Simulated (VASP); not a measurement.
# GaP (R-3m) in VASP: notebook

Runs on GaP. Level: PBEsol. Tasks: single point.

Program: VASP 6.6.1. These are calculated values, not measurements. Logs are shortened: lines on timing, memory, paths and dates and some standing lists are left out, and cuts for length are marked.

## Step 1: The cell of the first run

Symmetry: R-3m, No. 166, trigonal system. The conventional cell has a = 3.886 Å, b = 3.886 Å, c = 20.836 Å, α = 90.00°, β = 90.00°, γ = 120.00°. Ga (site symmetry 3m) has 3 P at 2.43 Å and 1 Ga at 2.69 Å within 3.2 Å. Within 3.2 Å of P (site symmetry 3m) lie 1 P at 2.39 Å and 3 Ga at 2.43 Å.

## Step 2: Single point, PBEsol (strain +0.000 along x and y, +0.080 along z)

INCAR reads:

```
SYSTEM = GaP
ALGO = Normal ; EDIFF = 1E-6
ENCUT = 520 ; GGA = PS
ISIF = 2 ; ISMEAR = 0
LASPH = .True. ; LCHARG = .False.
LREAL = .False. ; LWAVE = .False.
NBANDS = 26 ; NELM = 100
PREC = Accurate ; SIGMA = 0.05
```

KPOINTS reads:

```
k-points
0
Gamma
  9 9 9
  0 0 0
```

POSCAR reads:

```
GaP
1.0
    1.9430151755      1.1218003346      6.9452749083
   -1.9430151755      1.1218003346      6.9452749083
    0.0000000000     -2.2436006692      6.9452749083
Ga P
2 2
Direct
    0.4353720000      0.4353720000      0.4353720000
    0.5646280000      0.5646280000      0.5646280000
    0.0573890000      0.0573890000      0.0573890000
    0.9426110000      0.9426110000      0.9426110000
```

Potentials or basis: VASP PAW PBE potentials, release 64 (Ga_d, P).

Started as:

```bash
cat potpaw_PBE.64/Ga_d/POTCAR potpaw_PBE.64/P/POTCAR > POTCAR
mpirun -np 1 vasp_std > vasp.out
```

OUTCAR:

```text
SYSTEM = GaP
   EDIFF = 1E-6
   ENCUT = 520
   GGA = PS
   ISIF = 2
   ISMEAR = 0
   LASPH = .True.
   LREAL = .False.
   NELM = 100
   PREC = Accurate

 ion  position               nearest neighbor table
   1  0.435  0.435  0.435-   3 2.43   3 2.43   3 2.43   2 2.69
   2  0.565  0.565  0.565-   4 2.43   4 2.43   4 2.43   1 2.69
   3  0.057  0.057  0.057-   4 2.39   1 2.43   1 2.43   1 2.43
   4  0.943  0.943  0.943-   3 2.39   2 2.43   2 2.43   2 2.43

  LATTYP: Found a trigonal (rhomboedric) cell.
 ALAT       =     7.2986702566
 COS(alpha) =     0.8582591952

  Lattice vectors:

 A1 = (   1.9430151755,   1.1218003346,   6.9452749083)
 A2 = (  -1.9430151755,   1.1218003346,   6.9452749083)
 A3 = (   0.0000000000,  -2.2436006692,   6.9452749083)

Analysis of symmetry for initial positions (statically):
=====================================================================
 Subroutine PRICEL returns:
 Original cell was already a primitive cell.

 Routine SETGRP: Setting up the symmetry group for a
 trigonal (rhombohedral) supercell.

 Subroutine GETGRP returns: Found 12 space group operations
 (whereof 12 operations were pure point group operations)
 out of a pool of 12 trial point group operations.

The static configuration has the point symmetry D_3d.

Analysis of symmetry for dynamics (positions and initial velocities):
=====================================================================
 Subroutine PRICEL returns:
 Original cell was already a primitive cell.

 Routine SETGRP: Setting up the symmetry group for a
 trigonal (rhombohedral) supercell.

 Subroutine GETGRP returns: Found 12 space group operations
 (whereof 12 operations were pure point group operations)
 out of a pool of 12 trial point group operations.

The dynamic configuration has the point symmetry D_3d.

 Subroutine INISYM returns: Found 12 space group operations
 (whereof 12 operations are pure point group operations),
 and found     1 'primitive' translations

----------------------------------------------------------------------------------------

                                     Primitive cell

  volume of cell :      90.8307

  direct lattice vectors                    reciprocal lattice vectors
     1.943015176  1.121800335  6.945274908     0.257332010  0.148570705  0.047994261
    -1.943015176  1.121800335  6.945274908    -0.257332010  0.148570705  0.047994261
     0.000000000 -2.243600669  6.945274908     0.000000000 -0.297141410  0.047994261

  length of vectors
     7.298670257  7.298670257  7.298670257     0.300992469  0.300992469  0.300992469

  position of ions in fractional coordinates (direct lattice)
     0.435372000  0.435372000  0.435372000
     0.564628000  0.564628000  0.564628000
     0.057389000  0.057389000  0.057389000
     0.942611000  0.942611000  0.942611000

  ion indices of the primitive-cell ions
   primitive index   ion index
                 1           1
                 2           2
                 3           3
                 4           4

----------------------------------------------------------------------------------------

 KPOINTS: k-points

Automatic generation of k-mesh.
 Grid dimensions read from file:
 generate k-points for:    9    9    9

 Generating k-lattice:

  Cartesian coordinates                     Fractional coordinates (reciprocal lattice)
     0.028592446  0.016507856  0.005332696     0.111111111  0.000000000  0.000000000
    -0.028592446  0.016507856  0.005332696     0.000000000  0.111111111  0.000000000
     0.000000000 -0.033015712  0.005332696     0.000000000  0.000000000  0.111111111

  Length of vectors
     0.033443608  0.033443608  0.033443608

  Shift w.r.t. Gamma in fractional coordinates (k-lattice)
     0.000000000  0.000000000  0.000000000

 Subroutine IBZKPT returns following result:
 ===========================================

 Found     85 irreducible k-points:

 Following reciprocal coordinates:
            Coordinates               Weight
  0.000000  0.000000  0.000000      1.000000
  0.111111 -0.000000  0.000000      6.000000
  0.222222  0.000000  0.000000      6.000000
  0.333333  0.000000  0.000000      6.000000
  0.444444  0.000000  0.000000      6.000000
  0.111111  0.111111  0.000000      6.000000
[... 16 lines left out ...]
 -0.333333  0.333333  0.000000      6.000000
  0.444444  0.444444  0.000000      6.000000
 [... further k-points ...]
   k-points           NKPTS =     85   k-points in BZ     NKDIM =     85   number of bands    NBANDS=     26
   number of dos      NEDOS =    301   number of ions     NIONS =      4
   total plane-waves  NPLWV = 157464
   dimension x,y,z NGX =    54 NGY =   54 NGZ =   54
   dimension x,y,z NGXF=   108 NGYF=  108 NGZF=  108
   ions per type =               2   2
   NGX,Y,Z   is equivalent  to a cutoff of  12.30, 12.30, 12.30 a.u.
   NGXF,Y,Z  is equivalent  to a cutoff of  24.60, 24.60, 24.60 a.u.
 SYSTEM =  GaP
   PREC   = accura    normal or accurate (medium, high low for compatibility)
   ISTART =      0    job   : 0-new  1-cont  2-samecut
   ICHARG =      2    charge: 1-file 2-atom 10-const
   ISPIN  =      1    spin polarized calculation?
   LNONCOLLINEAR =      F non collinear calculations
   LSORBIT =      F    spin-orbit coupling
   LASPH  =      T    aspherical Exc in radial PAW
   ENCUT  =  520.0 eV  38.22 Ry    6.18 a.u.  13.57 13.57 13.57*2*pi/ulx,y,z
   NELM   =    100;   NELMIN=  2; NELMDL= -5     # of ELM steps
   EDIFF  = 0.1E-05   stopping-criterion for ELM
   LREAL  =      F    real-space projection
   EDIFFG = 0.1E-04   stopping-criterion for IOM
   NSW    =      0    number of steps for IOM
   IBRION =     -1    ionic relax: 0-MD 1-quasi-New 2-CG
   NFREE  =      0    steps in history (QN), initial steepest desc. (CG)
   ISIF   =      2    stress and relaxation
   ISYM   =      2    0-nonsym 1-usesym 2-fastsym
   POTIM  = 0.5000    time-step for ionic-motion
   TEBEG  =    0.0;   TEEND  =   0.0 temperature during run
   PSTRESS=    0.0 pullay stress
   NELECT =      36.0000    total number of electrons
   NUPDOWN=      -1.0000    fix difference up-down
   EMIN   =  10.00;   EMAX   =-10.00  energy-range for DOS
   EFERMI =   0.00;   METHOD = LEGACY
   ISMEAR =     0;   SIGMA  =   0.05  broadening in eV -4-tet -1-fermi 0-gaus
   EFERMI_NEDOS =   21; number of points for ismear=-14 and -15
   IALGO  =     38    algorithm
   IMIX   =      4    mixing-type and parameters
     AMIX     =   0.40;   BMIX     =  1.00
     AMIX_MAG =   1.60;   BMIX_MAG =  1.00
  volume/ion in A,a.u.               =      22.71       153.24
  Fermi-wavevector in a.u.,A,eV,Ry     =   1.202536  2.272464 19.675296  1.446093
  Thomas-Fermi vector in A             =   2.338315
   LORBIT       =      0    0 simple, 1 ext, 2 COOP (PROOUT), +10 PAW based schemes
   GGA     = PS    functional components
   LHFCALC =     F    Hartree Fock is set to
   AEXX    =    0.0000 exact exchange contribution
   IVDW    =     0    specifies the selected vdW correction
   LEPSILON=     F    determine dielectric tensor
   LRPA    =     F    only Hartree local field effects (RPA)
 non-spin polarized calculation
 Gauss-broadening in eV      SIGMA  =   0.05
  energy-cutoff  :      520.00
  volume of cell :       90.83
 maximum number of plane-waves:      2463
   NGX = 27   NGY = 27   NGZ = 27

 number of electron      36.0000003 magnetization

 Free energy of the ion-electron system (eV)
  ---------------------------------------------------
  ext. energy  EPLUGINS =         0.00000000
  ---------------------------------------------------
  free energy    TOTEN  =       -18.92245909 eV

  energy without entropy =      -18.92244706  energy(sigma->0) =      -18.92245308

 E-fermi :   3.9158     XC(G=0):  -9.5258

 val. band max:        3.8307855469   @ k =   0.0000   0.0000   0.0000
 cond. band min:       3.9859053562   @ k =   0.0000   0.0000   0.0000
 fundamental gap:      0.1551198093
 Fermi energy:         3.9157733782

 k-point     1 :       0.0000    0.0000    0.0000
  band No.  band energies     occupation
      1     -10.8082      2.00000
      2     -10.7463      2.00000
      3     -10.7463      2.00000
      4     -10.7424      2.00000
      5     -10.7424      2.00000
      6     -10.6882      2.00000
[... 18 lines left out ...]
     25       8.4160      0.00000
     26      11.5826      0.00000

 k-point     2 :       0.1111   -0.0000    0.0000
  band No.  band energies     occupation
      1     -10.8074      2.00000
      2     -10.7552      2.00000
      3     -10.7492      2.00000
      4     -10.7437      2.00000
      5     -10.7377      2.00000
      6     -10.6901      2.00000
[... 18 lines left out ...]
     25       8.8251      0.00000
     26      11.7462      0.00000

 k-point     3 :       0.2222    0.0000    0.0000
  band No.  band energies     occupation
      1     -10.8101      2.00000
      2     -10.7761      2.00000
      3     -10.7598      2.00000
      4     -10.7381      2.00000
      5     -10.7258      2.00000
      6     -10.6951      2.00000
[... 18 lines left out ...]
     25       9.7919      0.00000
     26      10.5967      0.00000

 k-point     4 :       0.3333    0.0000    0.0000
  band No.  band energies     occupation
      1     -10.8225      2.00000
      2     -10.7959      2.00000
      3     -10.7620      2.00000
      4     -10.7337      2.00000
      5     -10.7125      2.00000
      6     -10.7010      2.00000
[... 18 lines left out ...]
     25      10.4298      0.00000
     26      10.4964      0.00000
[... 496 lines left out ...]
      1     -10.8257      2.00000
      2     -10.7984      2.00000
      3     -10.7693      2.00000
      4     -10.7319      2.00000
      5     -10.7187      2.00000
      6     -10.6906      2.00000
[... 18 lines left out ...]
     25      11.3447      0.00000
     26      11.4387      0.00000

 k-point    23 :      -0.3333    0.3333    0.0000
  band No.  band energies     occupation
      1     -10.8281      2.00000
      2     -10.7963      2.00000
      3     -10.7696      2.00000
      4     -10.7266      2.00000
      5     -10.7265      2.00000
      6     -10.6828      2.00000
[... 18 lines left out ...]
     25      10.6770      0.00000
     26      11.5517      0.00000

 k-point    24 :       0.4444    0.4444    0.0000
  band No.  band energies     occupation
      1     -10.8286      2.00000
      2     -10.8032      2.00000
      3     -10.7652      2.00000
      4     -10.7343      2.00000
      5     -10.7047      2.00000
      6     -10.7031      2.00000
[... 18 lines left out ...]
     25      11.6369      0.00000
     26      12.7888      0.00000

 [... further k-points ...]
[... 5 lines left out ...]
  --------------------------------------------------------------------------------------
  -------------------------------------------------------------------------------------
  Total       -2.0199424     -2.0199424     -7.9179085      0.0000000     -0.0000000      0.0000000
  in kB      -35.6301066    -35.6301066   -139.6653307      0.0000000     -0.0000000      0.0000000
  external PRESSURE =     -70.3085146 kB  Pullay stress =       0.0000000 kB

 VOLUME and BASIS-vectors are now :
 -----------------------------------------------------------------------------
  energy-cutoff  :      520.00
  volume of cell :       90.83
      direct lattice vectors                 reciprocal lattice vectors
     1.943015176  1.121800335  6.945274908     0.257332010  0.148570705  0.047994261
    -1.943015176  1.121800335  6.945274908    -0.257332010  0.148570705  0.047994261
     0.000000000 -2.243600669  6.945274908     0.000000000 -0.297141410  0.047994261

 POSITION                                       TOTAL-FORCE (eV/Angst)
 -----------------------------------------------------------------------------------
      0.00000      0.00000      9.07133         0.000000      0.000000      0.065286
      0.00000      0.00000     11.76449         0.000000     -0.000000     -0.065286
      0.00000      0.00000      1.19575         0.000000      0.000000     -0.489556
      0.00000      0.00000     19.64008         0.000000     -0.000000      0.489556
 -----------------------------------------------------------------------------------
    total drift:                                0.000000      0.000000      0.000000

  FREE ENERGIE OF THE ION-ELECTRON SYSTEM (eV)
  ---------------------------------------------------
  free  energy   TOTEN  =       -18.9224590867 eV

  energy  without entropy=      -18.9224470646  energy(sigma->0) =      -18.92245308
```

Wall time 8.3 min (1 thread of Intel Xeon Platinum 8259CL at 2.50GHz (Skylake/Cascade Lake), shared host); peak memory 0.49 GiB.

Results:

```yaml
Free_energy: -18.9225 eV
Pressure: -7.0 GPa
Largest_force: 0.490 eV/Å
Band_gap_on_the_k_mesh: 0.16 eV
```

Forces in eV/Å, atoms in the order of the input:
```
Ga   0.000  0.000  0.065
Ga   0.000  0.000 -0.065
P    0.000  0.000 -0.490
P    0.000  0.000  0.490
```

Stress tensor (GPa, compression positive):
```
 -3.56   0.00   0.00
  0.00  -3.56   0.00
  0.00   0.00 -13.97
```

Levels at points of the mesh, in eV from the valence-band top:
```
           k point  band 14  band 15  band 16  band 17  band 18  band 19  band 20  band 21  band 22  band 23
(0.00, 0.00, 0.00)    -1.31    -1.31    -0.45     0.00     0.00     0.16     1.48     2.58     3.92     3.92
```

Caveat: the cell differs from its parent crystal (strain +0.000 along x and y, +0.080 along z); the cell stands under tension; the PAW data sets were made with another functional, which shifts forces and pressure a little; an odd mesh through Γ misses points on the zone boundary, where band edges can lie.

## Step 3: Single point, PBEsol (strain +0.080 along x and y, +0.000 along z)

INCAR reads:

```
PREC = Accurate
ENCUT = 520
EDIFF = 1E-6
ISMEAR = 0
SIGMA = 0.05
LREAL = F
LASPH = T
NELM = 100
ALGO = Normal
ISIF = 2
LWAVE = F
LCHARG = T
GGA = PS
LELF = T
LVHAR = T
NBANDS = 26
```

KPOINTS reads:

```
Automatic mesh
0
Gamma
  9 9 9
```

POSCAR reads:

```
GaP
1.0
    2.0984563895      1.2115443614      6.4308101003
   -2.0984563895      1.2115443614      6.4308101003
    0.0000000000     -2.4230887228      6.4308101003
Ga P
2 2
Direct
    0.4353720000      0.4353720000      0.4353720000
    0.5646280000      0.5646280000      0.5646280000
    0.0573890000      0.0573890000      0.0573890000
    0.9426110000      0.9426110000      0.9426110000
```

Potentials or basis: VASP PAW PBE potentials, release 64 (Ga_d, P).

Started as:

```bash
cat potpaw_PBE.64/Ga_d/POTCAR potpaw_PBE.64/P/POTCAR > POTCAR
mpirun -np 1 vasp_std > vasp.out
```

Wall time 8.1 min (1 thread of Intel Xeon Platinum 8259CL at 2.50GHz (Skylake/Cascade Lake), shared host); peak memory 0.5 GiB.

It converged, with:

```yaml
Free_energy: -18.5996 eV
Pressure: -8.7 GPa
Largest_force: 0.374 eV/Å
Band_gap_on_the_k_mesh: 0.06 eV (least direct gap 0.12 eV)
```

Forces in eV/Å, atoms in the order of the input:
```
Ga   0.000  0.000 -0.361
Ga   0.000  0.000  0.361
P    0.000  0.000  0.374
P    0.000  0.000 -0.374
```

Stress tensor (GPa, compression positive):
```
-11.41   0.00   0.00
  0.00 -11.41   0.00
  0.00   0.00  -3.42
```

Levels at points of the mesh, in eV from the valence-band top:
| k point | band 15 | band 16 | band 17 | band 18 | band 19 | band 20 | band 21 | band 22 |
| --- | --- | --- | --- | --- | --- | --- | --- | --- |
| (0.00, 0.00, 0.00) | -1.90 | -0.58 | 0.00 | 0.00 | 0.27 | 0.55 | 3.19 | 3.19 |

Caveat: the cell differs from its parent crystal (strain +0.080 along x and y, +0.000 along z); the cell stands under tension; the PAW data sets were made with another functional, which shifts forces and pressure a little; an odd mesh through Γ misses points on the zone boundary, where band edges can lie.
